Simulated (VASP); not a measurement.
Crystal: Pd.

```
CELL_PARAMETERS angstrom
0.00000 1.97371 1.97371
1.97371 0.00000 1.97371
1.97371 1.97371 0.00000
ATOMIC_POSITIONS crystal
Pd 0.00000 0.00000 0.00000
```

Program: VASP 6.6.1. Alike in all runs: task single point; level PBE; potentials or basis VASP PAW PBE potentials, release 64 (Pd); spin collinear, ferromagnetic start; cell as given; cutoff (eV) 520.

Task: Order these runs on this cell by their pressure, lowest first.
A. k mesh 14 × 14 × 14; smearing methfessel-paxton 0.6 eV
B. k mesh 5 × 5 × 5; smearing fermi-dirac 0.05 eV
C. k mesh 14 × 14 × 14; smearing fermi-dirac 1 eV
D. k mesh 2 × 2 × 2; smearing fermi-dirac 0.05 eV
E. k mesh 14 × 14 × 14; smearing fermi-dirac 0.6 eV

Result: A (-0.6 GPa), B (1.4 GPa), E (4.9 GPa), C (12.8 GPa), D (51.3 GPa).

Caveats: some runs use coarse meshes.
